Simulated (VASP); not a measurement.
Set up this calculation in VASP 6.6.1, as the native input.

| Quantity | Value |
| --- | --- |
| Task | single point |
| Functional | r2SCAN |
| Potentials or basis | VASP PAW PBE potentials, release 64 (Al) |
| Cutoff | 520 eV |
| k mesh | 14 × 14 × 8 |
| Occupations | fermi-dirac, width 0.1 eV |
| Spin | no spin polarisation |
| Dipole correction | no |
| Further INCAR settings | ALGO = Normal; EDIFF = 1e-06; NBANDS = 10 |

Al:

```xyz
2
Lattice="2.8013 0.0000 0.0000 -1.4007 2.4260 0.0000 0.0000 0.0000 4.5222" Properties=species:S:1:pos:R:3 pbc="T T T"
Al    0.0000    1.6173    1.1305
Al    1.4007    0.8087    3.3916
```

This isn't the form of Al at room conditions, which is fcc.

These files were run (other wordings do the same):

POSCAR

```
Al
1.0
    2.8013294389      0.0000000000      0.0000000000
   -1.4006647194      2.4260224584      0.0000000000
    0.0000000000      0.0000000000      4.5221828602
Al
2
Direct
    0.3333333333      0.6666666667      0.2500000000
    0.6666666667      0.3333333333      0.7500000000
```

INCAR.step1

```
SYSTEM = Al
PREC = Accurate
ENCUT = 520
ISMEAR = -1
SIGMA = 0.1
LREAL = .False.
LASPH = .True.
NELM = 60
NBANDS = 10
GGA = PE
ALGO = Normal
EDIFF = 1E-4
LWAVE = .True.
LCHARG = .False.
```

INCAR.step2

```
SYSTEM = Al
PREC = Accurate
ENCUT = 520
EDIFF = 1E-6
ISMEAR = -1
SIGMA = 0.1
LREAL = .False.
LASPH = .True.
NELM = 60
ALGO = Normal
ISIF = 2
LWAVE = .False.
LCHARG = .False.
METAGGA = R2SCAN
LMIXTAU = .True.
NBANDS = 10
ISTART = 1
```

KPOINTS

```
Automatic mesh
0
Gamma
  14 14 8
  0 0 0
```

Potentials or basis: VASP PAW PBE potentials, release 64 (Al).

Launch:

```bash
$ cat potpaw_PBE.64/Al/POTCAR > POTCAR
$ cp INCAR.step1 INCAR
$ mpirun -np 1 vasp_std > vasp.out
$ cp INCAR.step2 INCAR
$ mpirun -np 1 vasp_std > vasp.out
```

It gave:

The pressure is 3.6 GPa and the band gap on the k mesh is zero (bands 3 and 4 overlap by 8.24 eV).

Caveat: the cell stands under pressure; the PAW data sets were made with another functional, which shifts forces and pressure a little.

Run time: 2.3 min on 1 thread of Intel Xeon 8259CL (shared host), peak memory 0.17 GiB.
